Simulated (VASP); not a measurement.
Write the native input for VASP 6.6.1 that does the following.

* Task: single point
* Functional: PBE
* Potentials or basis: VASP PAW PBE potentials, release 64 (Si, F)
* Cutoff: 520 eV
* k mesh: 6 × 6 × 6
* Occupations: gaussian, width 0.1 eV
* Spin: collinear spin, ferromagnetic start
* Starting moments: [0.0, 0.0, 1.0, 1.0, 1.0] μB
* Dipole correction: no
* Further INCAR settings: ALGO = Normal; EDIFF = 1e-07; NBANDS = 26

The structure of Si2F3 lies in POSCAR:

```
Si2F3
1.0
    4.4424304829      0.0000000000      0.0000000000
   -2.2212152414      3.8472576527      0.0000000000
    0.0000000000      0.0000000000      3.6001977667
Si F
2 3
Direct
    0.3333333333      0.6666666667      0.5000000000
    0.6666666667      0.3333333333      0.5000000000
    0.3333333333      0.6666666667      0.0000000000
    0.6666666667      0.3333333333      0.0000000000
    0.0000000000      0.0000000000      0.0000000000
```

The input as run:

INCAR

```
PREC = Accurate
ENCUT = 520
EDIFF = 1E-7
ISMEAR = 0
SIGMA = 0.1
LREAL = F
LASPH = T
NELM = 150
ALGO = Normal
ISIF = 2
LWAVE = F
LCHARG = T
ISPIN = 2
MAGMOM = 0 0 1 1 1
LORBIT = 11
GGA = PE
LELF = T
LVHAR = T
NBANDS = 26
```

KPOINTS

```
regular mesh
0
Gamma
  6 6 6
```

Potentials or basis: VASP PAW PBE potentials, release 64 (Si, F).

The run is started by

```sh
$ cat potpaw_PBE.64/Si/POTCAR potpaw_PBE.64/F/POTCAR > POTCAR
$ mpirun -np 1 vasp_std > vasp.out
```

Results of the run:

| Item | Value |
| --- | --- |
| Pressure | 0.0 GPa |
| Net moment | 0.00 μB per cell |
| Valence electrons inside the program's atomic spheres | Si 1.44; F 6.15, 6.02 |

Run time: 43 s on 1 thread of Intel(R) Xeon(R) 6975P-C (Granite Rapids), on a shared host, peak memory 0.23 GiB.
